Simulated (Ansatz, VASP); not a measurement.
## Two plane-wave programs on Rb

Contents of INCAR:

```
SYSTEM = Rb
PREC = Accurate
ENCUT = 520
EDIFF = 1E-6
ISMEAR = 0
SIGMA = 0.05
LREAL = .FALSE.
LASPH = .TRUE.
NELM = 80
ALGO = Normal
ISIF = 2
LWAVE = .FALSE.
LCHARG = .TRUE.
GGA = PE
LELF = .TRUE.
LVHAR = .TRUE.
NBANDS = 16
```

Contents of KPOINTS:

```
regular mesh
0
G
  10 10 6
  0 0 0
```

The input POSCAR:

```
Rb
1.0
    2.5381762600     -4.4447189800      0.0000000000
    2.5381762600      4.4447189800      0.0000000000
    0.0000000000      0.0000000000      8.4480028000
Rb
2
Direct
    0.8397112600      0.1602887400      0.2500000000
    0.1602887400      0.8397112600      0.7500000000
```

Input for Ansatz:

```yaml
crystal:
  lattice:
    - [2.53817626, -4.44471898, 0.0]
    - [2.53817626, 4.44471898, 0.0]
    - [0.0, 0.0, 8.4480028]
  atoms:
    - { symbol: Rb, position: [0.83971126, 0.16028874, 0.25] }
    - { symbol: Rb, position: [0.16028874, 0.83971126, 0.75] }
basis:
  ecutwfc: 420
kpoints:
  mp_grid: { grid: [10, 10, 6] }
hamiltonian:
  xc: pbe
scf:
  occupations: { method: gaussian, width: 0.05 }
output:
  forces: true
  eigenvalues: true
  eigenstates:
    nscf_kmesh: { grid: [22, 22, 12] }
    top_band: c6
    de_dk: true
    localisation: false
  stress: true
checkpoint:
  write: ck
  compress: false
  write_wavefunctions: false
  write_every: 100000
```

Alike in both runs: task single point; functional PBE; k mesh 10 × 10 × 6; occupations gaussian, width 0.05 eV; no spin polarisation.

|  | VASP | Ansatz |
| --- | --- | --- |
| version | VASP 6.6.1 | Ansatz 0.2.0 |
| potentials or method | VASP PAW PBE potentials, release 64 (Rb_sv), cutoff 520 eV | scalar-relativistic, plane waves, PAW |
| valence electrons in the cell | 18 | 18 |

|  | VASP | Ansatz | Ansatz less VASP |
| --- | --- | --- | --- |
| pressure (GPa) | -0.1 | -0.1 | 0.00 |
| traceless stress, the component that is largest in VASP (GPa) | -0.06 | -0.06 | 0.000 |
